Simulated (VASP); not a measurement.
# Cd (Fm-3m) in VASP: notebook

The runs below take Cd through single point, relaxation of cell and atoms, with r2SCAN.

All numbers are computed with VASP 6.6.1; they aren't measurements. Logs are shortened: lines on timing, memory, paths and dates and some standing lists are left out, and cuts for length are marked.

**1. The cell of the first run**

It takes space group Fm-3m (No. 225, cubic). Conventional cell: a = 4.435 Å, b = 4.435 Å, c = 4.435 Å, α = 90.00°, β = 90.00°, γ = 90.00°. Cd (site symmetry m-3m) has 12 Cd at 3.14 Å within 4.1 Å.

This isn't the form of Cd at room conditions, which is hcp.

**2. Single point, r2SCAN**

POSCAR

```
Cd
1.0
    0.0000000000      2.2174081033      2.2174081033
    2.2174081033      0.0000000000      2.2174081033
    2.2174081033      2.2174081033      0.0000000000
Cd
1
Direct
    0.0000000000      0.0000000000      0.0000000000
```

INCAR.step1

```
SYSTEM = Cd
  PREC = Accurate
  ENCUT = 550
  ISMEAR = 0
  SIGMA = 0.1
  LREAL = .FALSE.
  LASPH = .TRUE.
  NELM = 120
  NBANDS = 12
  GGA = PE
  ALGO = Normal
  EDIFF = 1E-5
  LWAVE = .TRUE.
  LCHARG = .FALSE.
  GGA_COMPAT = .FALSE.
```

INCAR.step2

```
SYSTEM = Cd
  PREC = Accurate
  ENCUT = 550
  EDIFF = 1E-6
  ISMEAR = 0
  SIGMA = 0.1
  LREAL = .FALSE.
  LASPH = .TRUE.
  NELM = 120
  ALGO = Normal
  ISIF = 2
  LWAVE = .FALSE.
  LCHARG = .FALSE.
  METAGGA = R2SCAN
  LMIXTAU = .TRUE.
  NBANDS = 12
  ISTART = 1
  GGA_COMPAT = .FALSE.
```

KPOINTS

```
Automatic mesh
0
G
  9 9 9
  0 0 0
```

Potentials or basis: VASP PAW PBE potentials, release 64 (Cd).

The run is started by

```bash
> cat potpaw_PBE.64/Cd/POTCAR > POTCAR
> cp INCAR.step1 INCAR
> mpirun -np 1 vasp_std > vasp.out
> cp INCAR.step2 INCAR
> mpirun -np 1 vasp_std > vasp.out
```

OUTCAR:

```text
SYSTEM = Cd
   PREC = Accurate
   ENCUT = 550
   EDIFF = 1E-6
   ISMEAR = 0
   LREAL = .FALSE.
   LASPH = .TRUE.
   NELM = 120
   ISIF = 2
   METAGGA = R2SCAN
   ISTART = 1

 ion  position               nearest neighbor table
   1  0.000  0.000  0.000-

  LATTYP: Found a face centered cubic cell.
 ALAT       =     4.4348162066

  Lattice vectors:

 A1 = (   0.0000000000,   2.2174081033,   2.2174081033)
 A2 = (   2.2174081033,   0.0000000000,   2.2174081033)
 A3 = (   2.2174081033,   2.2174081033,   0.0000000000)

Analysis of symmetry for initial positions (statically):
=====================================================================
 Subroutine PRICEL returns:
 Original cell was already a primitive cell.

 Routine SETGRP: Setting up the symmetry group for a
 face centered cubic supercell.

 Subroutine GETGRP returns: Found 48 space group operations
 (whereof 48 operations were pure point group operations)
 out of a pool of 48 trial point group operations.

The static configuration has the point symmetry O_h .

Analysis of symmetry for dynamics (positions and initial velocities):
=====================================================================
 Subroutine PRICEL returns:
 Original cell was already a primitive cell.

 Routine SETGRP: Setting up the symmetry group for a
 face centered cubic supercell.

 Subroutine GETGRP returns: Found 48 space group operations
 (whereof 48 operations were pure point group operations)
 out of a pool of 48 trial point group operations.

The dynamic configuration has the point symmetry O_h .

 Subroutine INISYM returns: Found 48 space group operations
 (whereof 48 operations are pure point group operations),
 and found     1 'primitive' translations

----------------------------------------------------------------------------------------

                                     Primitive cell

  volume of cell :      21.8055

  direct lattice vectors                    reciprocal lattice vectors
     0.000000000  2.217408103  2.217408103    -0.225488488  0.225488488  0.225488488
     2.217408103  0.000000000  2.217408103     0.225488488 -0.225488488  0.225488488
     2.217408103  2.217408103  0.000000000     0.225488488  0.225488488 -0.225488488

  length of vectors
     3.135888613  3.135888613  3.135888613     0.390557517  0.390557517  0.390557517

  position of ions in fractional coordinates (direct lattice)
     0.000000000  0.000000000  0.000000000

  ion indices of the primitive-cell ions
   primitive index   ion index
                 1           1

[... 83 lines left out ...]
   NUPDOWN=      -1.0000    fix difference up-down
   EMIN   =  10.00;   EMAX   =-10.00  energy-range for DOS
   EFERMI =   0.00;   METHOD = LEGACY
   ISMEAR =     0;   SIGMA  =   0.10  broadening in eV -4-tet -1-fermi 0-gaus
   EFERMI_NEDOS =   21; number of points for ismear=-14 and -15
   IALGO  =     38    algorithm
   IMIX   =      4    mixing-type and parameters
     AMIX     =   0.40;   BMIX     =  1.00
     AMIX_MAG =   1.60;   BMIX_MAG =  1.00
  volume/ion in A,a.u.               =      21.81       147.15
  Fermi-wavevector in a.u.,A,eV,Ry     =   1.341569  2.535197 24.487859  1.799807
  Thomas-Fermi vector in A             =   2.469792
   LORBIT       =      0    0 simple, 1 ext, 2 COOP (PROOUT), +10 PAW based schemes
   METAGGA = R2SCAN    functional components
   LHFCALC =     F    Hartree Fock is set to
   AEXX    =    0.0000 exact exchange contribution
   IVDW    =     0    specifies the selected vdW correction
   LEPSILON=     F    determine dielectric tensor
   LRPA    =     F    only Hartree local field effects (RPA)
 non-spin polarized calculation
 Gauss-broadening in eV      SIGMA  =   0.10
  energy-cutoff  :      550.00
  volume of cell :       21.81
 maximum number of plane-waves:       650
   NGX = 11   NGY = 11   NGZ = 11

 number of electron      12.0000004 magnetization

 Free energy of the ion-electron system (eV)
  ---------------------------------------------------
  ext. energy  EPLUGINS =         0.00000000
  ---------------------------------------------------
  free energy    TOTEN  =       -20.06877048 eV

  energy without entropy =      -20.06676154  energy(sigma->0) =      -20.06776601

 E-fermi :   2.7015     XC(G=0): -11.7719

 val. band max:        2.6639212879   @ k =   0.4444   0.0000   0.0000
 cond. band min:       2.9770194912   @ k =  -0.3333   0.4444   0.2222
 fundamental gap:      0.3130982032
 Fermi energy:         2.7015453887

 k-point     1 :       0.0000    0.0000    0.0000
  band No.  band energies     occupation
      1      -6.7789      2.00000
      2      -6.7789      2.00000
      3      -6.7789      2.00000
      4      -6.3410      2.00000
      5      -6.3155      2.00000
      6      -6.3155      2.00000
      7      17.2449      0.00000
      8      18.5268      0.00000
      9      18.5268      0.00000
     10      18.5268      0.00000
     11      21.8132      0.00000
     12      21.8132      0.00000
[... 331 lines left out ...]
 k-point    24 :       0.4444    0.4444    0.0000
  band No.  band energies     occupation
      1      -7.4318      2.00000
      2      -7.3284      2.00000
      3      -5.9681      2.00000
      4      -5.8664      2.00000
      5      -5.8664      2.00000
      6       0.8819      2.00000
      7       5.5977      0.00000
      8      10.1289      0.00000
      9      10.1289      0.00000
     10      14.1712      0.00000
     11      14.5764      0.00000
     12      30.8270      0.00000

 [... further k-points ...]

------------------------ aborting loop because EDIFF is reached ----------------------------------------

  FORCE on cell =-STRESS in cart. coord.  units (eV):
  Direction    XX          YY          ZZ          XY          YZ          ZX
  --------------------------------------------------------------------------------------
  -------------------------------------------------------------------------------------
  Total        0.0320030      0.0320030      0.0320030     -0.0000000     -0.0000000      0.0000000
  in kB        2.3514456      2.3514456      2.3514456     -0.0000000     -0.0000000      0.0000000
  external PRESSURE =       2.3514456 kB  Pullay stress =       0.0000000 kB

 VOLUME and BASIS-vectors are now :
 -----------------------------------------------------------------------------
  energy-cutoff  :      550.00
  volume of cell :       21.81
      direct lattice vectors                 reciprocal lattice vectors
     0.000000000  2.217408103  2.217408103    -0.225488488  0.225488488  0.225488488
     2.217408103  0.000000000  2.217408103     0.225488488 -0.225488488  0.225488488
     2.217408103  2.217408103  0.000000000     0.225488488  0.225488488 -0.225488488

 POSITION                                       TOTAL-FORCE (eV/Angst)
 -----------------------------------------------------------------------------------
      0.00000      0.00000      0.00000        -0.000000      0.000000      0.000000
 -----------------------------------------------------------------------------------
    total drift:                               -0.000000      0.000000      0.000000

  FREE ENERGIE OF THE ION-ELECTRON SYSTEM (eV)
  ---------------------------------------------------
  free  energy   TOTEN  =       -20.0687704794 eV

  energy  without entropy=      -20.0667615400  energy(sigma->0) =      -20.06776601
```

OUTCAR.step1:

```text
SYSTEM = Cd
   PREC = Accurate
   ENCUT = 550
   ISMEAR = 0
   LREAL = .FALSE.
   LASPH = .TRUE.
   NELM = 120
[... 576 lines left out ...]
 -----------------------------------------------------------------------------------
      0.00000      0.00000      0.00000         0.000000     -0.000000      0.000000
 -----------------------------------------------------------------------------------
    total drift:                                0.000000      0.000000     -0.000000

  FREE ENERGIE OF THE ION-ELECTRON SYSTEM (eV)
  ---------------------------------------------------
  free  energy   TOTEN  =        -0.7255255300 eV

  energy  without entropy=       -0.7235050339  energy(sigma->0) =       -0.72451528
```

Wall time 28 s (1 thread of Intel Xeon Platinum 8488C (Sapphire Rapids), shared host); peak memory 0.14 GiB.

What came out:

```
Free energy            : -20.0688 eV
Pressure               : 0.2 GPa
Band gap on the k mesh : zero (bands 6 and 7 overlap by 1.62 eV)
```

Caveat: the PAW data sets were made with another functional, which shifts forces and pressure a little.

**3. Relaxation of cell and atoms, r2SCAN**

This run uses another cell than the first one, of 21.59 Å³/atom.

POSCAR

```
Cd
1.0
    0.0000000000      2.2100000000      2.2100000000
    2.2100000000      0.0000000000      2.2100000000
    2.2100000000      2.2100000000      0.0000000000
Cd
1
Direct
    0.0000000000      0.0000000000      0.0000000000
```

INCAR.step1

```
SYSTEM = Cd
ALGO = Normal ; EDIFF = 1E-5
EDIFFG = -0.005 ; ENCUT = 550
GGA = PE ; GGA_COMPAT = .FALSE.
IBRION = 2 ; ISIF = 3
ISMEAR = 0 ; LASPH = .TRUE.
LCHARG = .FALSE. ; LREAL = .FALSE.
LWAVE = .TRUE. ; NELM = 120
NELMIN = 4 ; NSW = 100
PREC = Accurate ; SIGMA = 0.1
```

INCAR.step2

```
SYSTEM = Cd
ALGO = Normal ; EDIFF = 1E-7
EDIFFG = -0.02 ; ENCUT = 550
GGA_COMPAT = .FALSE. ; IBRION = 2
ISIF = 3 ; ISMEAR = 0
ISTART = 1 ; LASPH = .TRUE.
LCHARG = .FALSE. ; LMIXTAU = .TRUE.
LREAL = .FALSE. ; LWAVE = .FALSE.
METAGGA = R2SCAN ; NELM = 120
NELMIN = 4 ; NSW = 80
PREC = Accurate ; SIGMA = 0.1
```

KPOINTS

```
k-points
0
G
  9 9 9
  0 0 0
```

Potentials or basis: VASP PAW PBE potentials, release 64 (Cd).

The run is started by

```bash
> cat potpaw_PBE.64/Cd/POTCAR > POTCAR
> cp INCAR.step1 INCAR
> mpirun -np 1 vasp_std > vasp.out
> cp INCAR.step2 INCAR
> mpirun -np 1 vasp_std > vasp.out
```

OUTCAR:

```text
SYSTEM = Cd
   EDIFF = 1E-7
   EDIFFG = -0.02
   ENCUT = 550
   IBRION = 2
   ISIF = 3
   ISMEAR = 0
   ISTART = 1
   LASPH = .TRUE.
   LREAL = .FALSE.
   METAGGA = R2SCAN
   NELM = 120
   NELMIN = 4
   NSW = 80
   PREC = Accurate

 ion  position               nearest neighbor table
   1  0.000  0.000  0.000-

  LATTYP: Found a face centered cubic cell.
 ALAT       =     4.4200000000

  Lattice vectors:

 A1 = (   0.0000000000,   2.2100000000,   2.2100000000)
 A2 = (   2.2100000000,   0.0000000000,   2.2100000000)
 A3 = (   2.2100000000,   2.2100000000,   0.0000000000)

Analysis of symmetry for initial positions (statically):
=====================================================================
 Subroutine PRICEL returns:
 Original cell was already a primitive cell.

 Routine SETGRP: Setting up the symmetry group for a
 face centered cubic supercell.

 Subroutine GETGRP returns: Found 48 space group operations
 (whereof 48 operations were pure point group operations)
 out of a pool of 48 trial point group operations.

The static configuration has the point symmetry O_h .

Analysis of symmetry for dynamics (positions and initial velocities):
=====================================================================
 Subroutine PRICEL returns:
 Original cell was already a primitive cell.

 Routine SETGRP: Setting up the symmetry group for a
 face centered cubic supercell.

 Subroutine GETGRP returns: Found 48 space group operations
 (whereof 48 operations were pure point group operations)
 out of a pool of 48 trial point group operations.

The dynamic configuration has the point symmetry O_h .

 Subroutine INISYM returns: Found 48 space group operations
 (whereof 48 operations are pure point group operations),
 and found     1 'primitive' translations

----------------------------------------------------------------------------------------

                                     Primitive cell

  volume of cell :      21.5877

  direct lattice vectors                    reciprocal lattice vectors
     0.000000000  2.210000000  2.210000000    -0.226244344  0.226244344  0.226244344
     2.210000000  0.000000000  2.210000000     0.226244344 -0.226244344  0.226244344
     2.210000000  2.210000000  0.000000000     0.226244344  0.226244344 -0.226244344

  length of vectors
     3.125411973  3.125411973  3.125411973     0.391866699  0.391866699  0.391866699

  position of ions in fractional coordinates (direct lattice)
     0.000000000  0.000000000  0.000000000

  ion indices of the primitive-cell ions
   primitive index   ion index
                 1           1

----------------------------------------------------------------------------------------

 KPOINTS: k-points

Automatic generation of k-mesh.
 Grid dimensions read from file:
[... 97 lines left out ...]
 non-spin polarized calculation
 Gauss-broadening in eV      SIGMA  =   0.10
  energy-cutoff  :      550.00
  volume of cell :       21.59
 maximum number of plane-waves:       642
   NGX = 11   NGY = 11   NGZ = 11

--------------------------------------- Ionic step        1  -------------------------------------------

 number of electron      12.0000005 magnetization

 Free energy of the ion-electron system (eV)
  ---------------------------------------------------
  ext. energy  EPLUGINS =         0.00000000
  ---------------------------------------------------
  free energy    TOTEN  =       -20.06800674 eV

  energy without entropy =      -20.06600856  energy(sigma->0) =      -20.06700765

------------------------ aborting loop because EDIFF is reached ----------------------------------------

  FORCE on cell =-STRESS in cart. coord.  units (eV):
  Direction    XX          YY          ZZ          XY          YZ          ZX
  --------------------------------------------------------------------------------------
  -------------------------------------------------------------------------------------
  Total        0.1068510      0.1068510      0.1068510     -0.0000000     -0.0000000      0.0000000
  in kB        7.9301695      7.9301695      7.9301695     -0.0000000     -0.0000000      0.0000000
  external PRESSURE =       7.9301695 kB  Pullay stress =       0.0000000 kB

 VOLUME and BASIS-vectors are now :
 -----------------------------------------------------------------------------
  energy-cutoff  :      550.00
  volume of cell :       21.59
      direct lattice vectors                 reciprocal lattice vectors
     0.000000000  2.210000000  2.210000000    -0.226244344  0.226244344  0.226244344
     2.210000000  0.000000000  2.210000000     0.226244344 -0.226244344  0.226244344
     2.210000000  2.210000000  0.000000000     0.226244344  0.226244344 -0.226244344

 POSITION                                       TOTAL-FORCE (eV/Angst)
 -----------------------------------------------------------------------------------
      0.00000      0.00000      0.00000        -0.000000     -0.000000      0.000000
 -----------------------------------------------------------------------------------
    total drift:                               -0.000000      0.000000     -0.000000

  FREE ENERGIE OF THE ION-ELECTRON SYSTEM (eV)
  ---------------------------------------------------
  free  energy   TOTEN  =       -20.0680067418 eV

  energy  without entropy=      -20.0660085602  energy(sigma->0) =      -20.06700765

--------------------------------------- Ionic step        2  -------------------------------------------

 number of electron      12.0000002 magnetization

 Free energy of the ion-electron system (eV)
  ---------------------------------------------------
  ext. energy  EPLUGINS =         0.00000000
  ---------------------------------------------------
  free energy    TOTEN  =       -20.06876913 eV

  energy without entropy =      -20.06675516  energy(sigma->0) =      -20.06776214

 E-fermi :   2.6597     XC(G=0): -11.7394

 val. band max:        2.6205055656   @ k =   0.4444   0.0000   0.0000
 cond. band min:       2.9362223675   @ k =  -0.3333   0.4444   0.2222
 fundamental gap:      0.3157168019
 Fermi energy:         2.6596562417

 k-point     1 :       0.0000    0.0000    0.0000
  band No.  band energies     occupation
      1      -6.8031      2.00000
      2      -6.8031      2.00000
      3      -6.8031      2.00000
      4      -6.3452      2.00000
      5      -6.3452      2.00000
      6      -6.3380      2.00000
      7      17.1857      0.00000
      8      18.4312      0.00000
      9      18.4312      0.00000
     10      18.4312      0.00000
[... 287 lines left out ...]
 k-point    24 :       0.4444    0.4444    0.0000
  band No.  band energies     occupation
      1      -7.4482      2.00000
      2      -7.3444      2.00000
      3      -6.0017      2.00000
      4      -5.9009      2.00000
      5      -5.9009      2.00000
      6       0.8555      2.00000
      7       5.5391      0.00000
      8      10.0688      0.00000
      9      10.0688      0.00000
     10      14.0941      0.00000

 [... further k-points ...]

------------------------ aborting loop because EDIFF is reached ----------------------------------------

  FORCE on cell =-STRESS in cart. coord.  units (eV):
  Direction    XX          YY          ZZ          XY          YZ          ZX
  --------------------------------------------------------------------------------------
  -------------------------------------------------------------------------------------
  Total       -0.0057959     -0.0057959     -0.0057959     -0.0000000      0.0000000     -0.0000000
  in kB       -0.4235741     -0.4235741     -0.4235741     -0.0000000      0.0000000     -0.0000000
  external PRESSURE =      -0.4235741 kB  Pullay stress =       0.0000000 kB

 VOLUME and BASIS-vectors are now :
 -----------------------------------------------------------------------------
  energy-cutoff  :      550.00
  volume of cell :       21.92
      direct lattice vectors                 reciprocal lattice vectors
     0.000000000  2.221392058  2.221392058    -0.225084086  0.225084086  0.225084086
     2.221392058 -0.000000000  2.221392058     0.225084086 -0.225084086  0.225084086
     2.221392058  2.221392058  0.000000000     0.225084086  0.225084086 -0.225084086

 POSITION                                       TOTAL-FORCE (eV/Angst)
 -----------------------------------------------------------------------------------
      2.22139      2.22139      0.00000         0.000000      0.000000      0.000000
 -----------------------------------------------------------------------------------
    total drift:                                0.000000      0.000000      0.000000

  FREE ENERGIE OF THE ION-ELECTRON SYSTEM (eV)
  ---------------------------------------------------
  free  energy   TOTEN  =       -20.0687691299 eV

  energy  without entropy=      -20.0667551599  energy(sigma->0) =      -20.06776214

 reached required accuracy - stopping structural energy minimisation
```

Wall time 51 s (1 thread of Intel Xeon Platinum 8488C (Sapphire Rapids), shared host); peak memory 0.15 GiB.

What came out:

| Property | Result |
| --- | --- |
| Free energy | -20.0688 eV |
| Relaxed volume | 21.92 Å³/atom |
| Relaxed cell | a = 3.142 Å, b = 3.142 Å, c = 3.142 Å, α = 60.00°, β = 60.00°, γ = 60.00° |
| Space group after relaxing (to 0.1 Å) | Fm-3m (No. 225) |
| Energy gained by relaxing | 0.8 meV/atom |
| Ionic steps | 2 |
| Pressure after relaxing | 0.0 GPa |
| Band gap on the k mesh | zero (bands 6 and 7 overlap by 1.62 eV) |

Step by step:
```csv
step,energy change (eV),largest force (eV/Å),pressure (GPa),volume (Å³)
1,0.0000,0.0000,0.79,21.59
2,-0.0008,0.0000,-0.04,21.92
```

Final structure:
```
Cd
1.0
     0.00000    2.22139    2.22139
     2.22139    0.00000    2.22139
     2.22139    2.22139    0.00000
Cd
1
Direct
  0.00000 0.00000 0.00000
```

Levels at points of the mesh, in eV from the Fermi level:
```tsv
k point	band 4	band 5	band 6	band 7	band 8	band 9
(0.00, 0.00, 0.00)	-9.00	-9.00	-9.00	14.53	15.77	15.77
```

Caveat: the PAW data sets were made with another functional, which shifts forces and pressure a little.
